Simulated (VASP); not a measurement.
# Mg5Te3 (P-3m1) in VASP: further runs

Mg5Te3 is run at these levels: PBE; tasks: single point, relaxation of cell and atoms.

Program: VASP 6.6.1. These are calculated values, not measurements. Logs are shortened: lines on timing, memory, paths and dates and some standing lists are left out, and cuts for length are marked.

### 1 The cell of the first run

The structure is trigonal, space group P-3m1 (No. 164). The conventional cell has a = 4.148 Å, b = 4.148 Å, c = 15.012 Å, α = 90.00°, β = 90.00°, γ = 120.00°. Mg (site symmetry 3m) has 3 Te at 2.94 Å and 4 Mg at 3.33 to 3.46 Å within 3.9 Å. Mg (site symmetry -3m) has 12 Mg at 3.33 to 4.15 Å within 4.4 Å. Within 3.9 Å of Mg (site symmetry 3m) lie 6 Te at 2.96 to 2.97 Å and 1 Mg at 3.46 Å. Within 3.9 Å of Te (site symmetry 3m) lie 6 Mg at 2.94 to 2.97 Å. Within 3.9 Å of Te (site symmetry -3m) lie 6 Mg at 2.96 Å.

### 2 Single point, PBE

INCAR reads:

```
SYSTEM = Mg5Te3
PREC = Accurate ; ENCUT = 520
EDIFF = 1E-7 ; ISMEAR = 0
SIGMA = 0.2 ; LREAL = .FALSE.
LASPH = .TRUE. ; NELM = 60
ALGO = Normal ; ISIF = 2
LWAVE = .FALSE. ; LCHARG = .FALSE.
GGA = PE ; NBANDS = 24
```

KPOINTS reads:

```
Automatic mesh
0
G
  5 5 2
  0 0 0
```

POSCAR reads:

```
Mg5Te3
1.0
    4.1484798323      0.0000000000      0.0000000000
   -2.0742399161      3.5926889219      0.0000000000
    0.0000000000      0.0000000000     15.0117443559
Mg Te
5 3
Direct
    0.6666666667      0.3333333333      0.6538047832
    0.0000000000      0.0000000000      0.5000000000
    0.3333333333      0.6666666667      0.3461952168
    0.3333333333      0.6666666667      0.1155358753
    0.6666666667      0.3333333333      0.8844641247
    0.3333333333      0.6666666667      0.7677336583
    0.6666666667      0.3333333333      0.2322663417
    0.0000000000      0.0000000000      0.0000000000
```

Potentials or basis: VASP PAW PBE potentials, release 64 (Mg, Te).

Launch:

```
$ cat potpaw_PBE.64/Mg/POTCAR potpaw_PBE.64/Te/POTCAR > POTCAR
$ mpirun -np 1 vasp_std > vasp.out
```

OUTCAR:

```text
SYSTEM = Mg5Te3
   PREC = Accurate
   ENCUT = 520
   EDIFF = 1E-7
   ISMEAR = 0
   LREAL = .FALSE.
   LASPH = .TRUE.
   NELM = 60
   ISIF = 2
   GGA = PE

 ion  position               nearest neighbor table
   1  0.667  0.333  0.654-   6 2.94   6 2.94   6 2.94   2 3.33   2 3.33   2 3.33   5 3.46
   2  0.000  0.000  0.500-   1 3.33   3 3.33   1 3.33   3 3.33   1 3.33   3 3.33
   3  0.333  0.667  0.346-   7 2.94   7 2.94   7 2.94   2 3.33   2 3.33   2 3.33   4 3.46
   4  0.333  0.667  0.116-   8 2.96   8 2.96   8 2.96   7 2.97   7 2.97   7 2.97   3 3.46
   5  0.667  0.333  0.884-   8 2.96   8 2.96   8 2.96   6 2.97   6 2.97   6 2.97   1 3.46
   6  0.333  0.667  0.768-   1 2.94   1 2.94   1 2.94   5 2.97   5 2.97   5 2.97
   7  0.667  0.333  0.232-   3 2.94   3 2.94   3 2.94   4 2.97   4 2.97   4 2.97
   8  0.000  0.000  0.000-   4 2.96   5 2.96   5 2.96   4 2.96   5 2.96   4 2.96

  LATTYP: Found a hexagonal cell.
 ALAT       =     4.1484798323
 C/A-ratio  =     3.6186133145

  Lattice vectors:

 A1 = (   4.1484798323,   0.0000000000,   0.0000000000)
 A2 = (  -2.0742399161,   3.5926889219,   0.0000000000)
 A3 = (   0.0000000000,   0.0000000000,  15.0117443559)

Analysis of symmetry for initial positions (statically):
=====================================================================
 Subroutine PRICEL returns:
 Original cell was already a primitive cell.

 Routine SETGRP: Setting up the symmetry group for a
 hexagonal supercell.

 Subroutine GETGRP returns: Found 12 space group operations
 (whereof 12 operations were pure point group operations)
 out of a pool of 24 trial point group operations.

The static configuration has the point symmetry D_3d.

Analysis of symmetry for dynamics (positions and initial velocities):
=====================================================================
 Subroutine PRICEL returns:
 Original cell was already a primitive cell.

 Routine SETGRP: Setting up the symmetry group for a
 hexagonal supercell.

 Subroutine GETGRP returns: Found 12 space group operations
 (whereof 12 operations were pure point group operations)
 out of a pool of 24 trial point group operations.

The dynamic configuration has the point symmetry D_3d.

 Subroutine INISYM returns: Found 12 space group operations
 (whereof 12 operations are pure point group operations),
 and found     1 'primitive' translations

----------------------------------------------------------------------------------------

                                     Primitive cell

  volume of cell :     223.7380

  direct lattice vectors                    reciprocal lattice vectors
     4.148479832  0.000000000  0.000000000     0.241052154  0.139171526  0.000000000
    -2.074239916  3.592688922  0.000000000     0.000000000  0.278343052  0.000000000
     0.000000000  0.000000000 15.011744356     0.000000000  0.000000000  0.066614510

  length of vectors
     4.148479832  4.148479832 15.011744356     0.278343052  0.278343052  0.066614510

  position of ions in fractional coordinates (direct lattice)
     0.666666667  0.333333333  0.653804783
     0.000000000  0.000000000  0.500000000
     0.333333333  0.666666667  0.346195217
     0.333333333  0.666666667  0.115535875
     0.666666667  0.333333333  0.884464125
     0.333333333  0.666666667  0.767733658
     0.666666667  0.333333333  0.232266342
     0.000000000  0.000000000  0.000000000

  ion indices of the primitive-cell ions
   primitive index   ion index
                 1           1
                 2           2
                 3           3
                 4           4
                 5           5
                 6           6
                 7           7
                 8           8

----------------------------------------------------------------------------------------

 KPOINTS: Automatic mesh

Automatic generation of k-mesh.
 Grid dimensions read from file:
 generate k-points for:    5    5    2

 Generating k-lattice:

  Cartesian coordinates                     Fractional coordinates (reciprocal lattice)
     0.048210431  0.027834305  0.000000000     0.200000000  0.000000000  0.000000000
     0.000000000  0.055668610  0.000000000     0.000000000  0.200000000  0.000000000
     0.000000000  0.000000000  0.033307255     0.000000000  0.000000000  0.500000000

  Length of vectors
     0.055668610  0.055668610  0.033307255

  Shift w.r.t. Gamma in fractional coordinates (k-lattice)
     0.000000000  0.000000000  0.000000000

 Subroutine IBZKPT returns following result:
 ===========================================

 Found     10 irreducible k-points:

 Following reciprocal coordinates:
            Coordinates               Weight
  0.000000  0.000000  0.000000      1.000000
  0.200000 -0.000000  0.000000      6.000000
  0.400000  0.000000  0.000000      6.000000
  0.200000  0.200000  0.000000      6.000000
  0.400000  0.200000  0.000000      6.000000
  0.000000  0.000000  0.500000      1.000000
  0.200000 -0.000000  0.500000      6.000000
  0.400000  0.000000  0.500000      6.000000
  0.200000  0.200000  0.500000      6.000000
  0.400000  0.200000  0.500000      6.000000
   k-points           NKPTS =     10   k-points in BZ     NKDIM =     10   number of bands    NBANDS=     24
   number of dos      NEDOS =    301   number of ions     NIONS =      8
   total plane-waves  NPLWV = 114688
   dimension x,y,z NGX =    32 NGY =   32 NGZ =  112
   dimension x,y,z NGXF=    64 NGYF=   64 NGZF=  224
   ions per type =               5   3
   NGX,Y,Z   is equivalent  to a cutoff of  12.82, 12.82, 12.40 a.u.
   NGXF,Y,Z  is equivalent  to a cutoff of  25.65, 25.65, 24.81 a.u.
 SYSTEM =  Mg5Te3
   PREC   = accura    normal or accurate (medium, high low for compatibility)
   ISTART =      0    job   : 0-new  1-cont  2-samecut
   ICHARG =      2    charge: 1-file 2-atom 10-const
   ISPIN  =      1    spin polarized calculation?
   LNONCOLLINEAR =      F non collinear calculations
   LSORBIT =      F    spin-orbit coupling
   LASPH  =      T    aspherical Exc in radial PAW
   ENCUT  =  520.0 eV  38.22 Ry    6.18 a.u.   7.71  7.71 27.91*2*pi/ulx,y,z
   NELM   =     60;   NELMIN=  2; NELMDL= -5     # of ELM steps
   EDIFF  = 0.1E-06   stopping-criterion for ELM
   LREAL  =      F    real-space projection
   EDIFFG = 0.1E-05   stopping-criterion for IOM
   NSW    =      0    number of steps for IOM
   IBRION =     -1    ionic relax: 0-MD 1-quasi-New 2-CG
   NFREE  =      0    steps in history (QN), initial steepest desc. (CG)
   ISIF   =      2    stress and relaxation
   ISYM   =      2    0-nonsym 1-usesym 2-fastsym
   POTIM  = 0.5000    time-step for ionic-motion
   TEBEG  =    0.0;   TEEND  =   0.0 temperature during run
   PSTRESS=    0.0 pullay stress
   NELECT =      28.0000    total number of electrons
   NUPDOWN=      -1.0000    fix difference up-down
   EMIN   =  10.00;   EMAX   =-10.00  energy-range for DOS
   EFERMI =   0.00;   METHOD = LEGACY
   ISMEAR =     0;   SIGMA  =   0.20  broadening in eV -4-tet -1-fermi 0-gaus
   EFERMI_NEDOS =   21; number of points for ismear=-14 and -15
   IALGO  =     38    algorithm
   IMIX   =      4    mixing-type and parameters
     AMIX     =   0.40;   BMIX     =  1.00
     AMIX_MAG =   1.60;   BMIX_MAG =  1.00
  volume/ion in A,a.u.               =      27.97       188.73
  Fermi-wavevector in a.u.,A,eV,Ry     =   0.818869  1.547437  9.123331  0.670546
  Thomas-Fermi vector in A             =   1.929572
   LORBIT       =      0    0 simple, 1 ext, 2 COOP (PROOUT), +10 PAW based schemes
   GGA     = PE    functional components
   LHFCALC =     F    Hartree Fock is set to
   AEXX    =    0.0000 exact exchange contribution
   IVDW    =     0    specifies the selected vdW correction
   LEPSILON=     F    determine dielectric tensor
   LRPA    =     F    only Hartree local field effects (RPA)
 non-spin polarized calculation
 Gauss-broadening in eV      SIGMA  =   0.20
  energy-cutoff  :      520.00
  volume of cell :      223.74
 maximum number of plane-waves:      6061
 NGX is ok and might be reduce to    32
   NGX = 15   NGY = 15   NGZ = 55

 number of electron      28.0000002 magnetization

 Free energy of the ion-electron system (eV)
  ---------------------------------------------------
  ext. energy  EPLUGINS =         0.00000000
  ---------------------------------------------------
  free energy    TOTEN  =       -20.73138843 eV

  energy without entropy =      -20.68700386  energy(sigma->0) =      -20.70919615

 E-fermi :   4.1039     XC(G=0):  -8.5703

 val. band max:        3.9746964441   @ k =   0.2000   0.2000   0.0000
 cond. band min:       4.2072598411   @ k =   0.4000   0.0000   0.5000
 fundamental gap:      0.2325633970
 Fermi energy:         4.1038678945

 k-point     1 :       0.0000    0.0000    0.0000
  band No.  band energies     occupation
      1      -8.1291      2.00000
      2      -7.7954      2.00000
      3      -7.3705      2.00000
      4      -1.4253      2.00000
      5      -1.0800      2.00000
      6       0.9491      2.00000
[... 16 lines left out ...]
     23       8.9442      0.00000
     24       8.9442      0.00000

 k-point     2 :       0.2000   -0.0000    0.0000
  band No.  band energies     occupation
      1      -7.8403      2.00000
      2      -7.5405      2.00000
      3      -7.1646      2.00000
      4      -1.0293      2.00000
      5      -0.7172      2.00000
      6       0.5957      2.00000
[... 16 lines left out ...]
     23       8.7143      0.00000
     24       8.7971      0.00000
[... 187 lines left out ...]
     23       8.6552      0.00000
     24       8.7411      0.00000

 k-point    10 :       0.4000    0.2000    0.5000
  band No.  band energies     occupation
      1      -6.9152      2.00000
      2      -6.8532      2.00000
      3      -6.7607      2.00000
      4      -1.2001      2.00000
      5      -0.8686      2.00000
      6      -0.5623      2.00000
[... 16 lines left out ...]
     23       8.2447      0.00000
     24       8.4987      0.00000

------------------------ aborting loop because EDIFF is reached ----------------------------------------

  FORCE on cell =-STRESS in cart. coord.  units (eV):
  Direction    XX          YY          ZZ          XY          YZ          ZX
  --------------------------------------------------------------------------------------
  -------------------------------------------------------------------------------------
  Total       -0.0009144     -0.0009144      0.3807266     -0.0000000      0.0000000     -0.0000000
  in kB       -0.0065481     -0.0065481      2.7263650     -0.0000000      0.0000000     -0.0000000
  external PRESSURE =       0.9044229 kB  Pullay stress =       0.0000000 kB

 VOLUME and BASIS-vectors are now :
 -----------------------------------------------------------------------------
  energy-cutoff  :      520.00
  volume of cell :      223.74
      direct lattice vectors                 reciprocal lattice vectors
     4.148479832  0.000000000  0.000000000     0.241052154  0.139171526  0.000000000
    -2.074239916  3.592688922  0.000000000     0.000000000  0.278343052  0.000000000
     0.000000000  0.000000000 15.011744356     0.000000000  0.000000000  0.066614510

 POSITION                                       TOTAL-FORCE (eV/Angst)
 -----------------------------------------------------------------------------------
      2.07424      1.19756      9.81475         0.000000      0.000000     -0.011772
      0.00000      0.00000      7.50587        -0.000000      0.000000      0.000000
     -0.00000      2.39513      5.19699        -0.000000     -0.000000      0.011772
     -0.00000      2.39513      1.73440         0.000000      0.000000     -0.035197
      2.07424      1.19756     13.27735        -0.000000      0.000000      0.035197
     -0.00000      2.39513     11.52502        -0.000000      0.000000      0.001072
      2.07424      1.19756      3.48672        -0.000000      0.000000     -0.001072
      0.00000      0.00000      0.00000        -0.000000      0.000000      0.000000
 -----------------------------------------------------------------------------------
    total drift:                                0.000000      0.000000     -0.000000

  FREE ENERGIE OF THE ION-ELECTRON SYSTEM (eV)
  ---------------------------------------------------
  free  energy   TOTEN  =       -20.7313884338 eV

  energy  without entropy=      -20.6870038636  energy(sigma->0) =      -20.70919615
```

Wall time 39 s (1 thread of Intel Xeon 6975P-C (Granite Rapids), shared host); peak memory 0.33 GiB.

What came out:

* Free energy: -20.7314 eV
* Pressure: 0.1 GPa
* Largest force: 0.035 eV/Å
* Band gap on the k mesh: 0.23 eV (least direct gap 0.80 eV)

Forces on the atoms (eV/Å):
```
Mg   0.000  0.000 -0.012
Mg   0.000  0.000  0.000
Mg   0.000  0.000  0.012
Mg   0.000  0.000 -0.035
Mg   0.000  0.000  0.035
Te   0.000  0.000  0.001
Te   0.000  0.000 -0.001
Te   0.000  0.000  0.000
```

Caveat: semilocal functionals underestimate gaps, and a narrow one can read as zero; spin-orbit coupling is left out, which moves the levels of the heavy elements. A k mesh can miss the band edges.

(Continued in part 2 of 3.)

The gap in the log of VASP goes by the Fermi energy; the results here count the filled bands.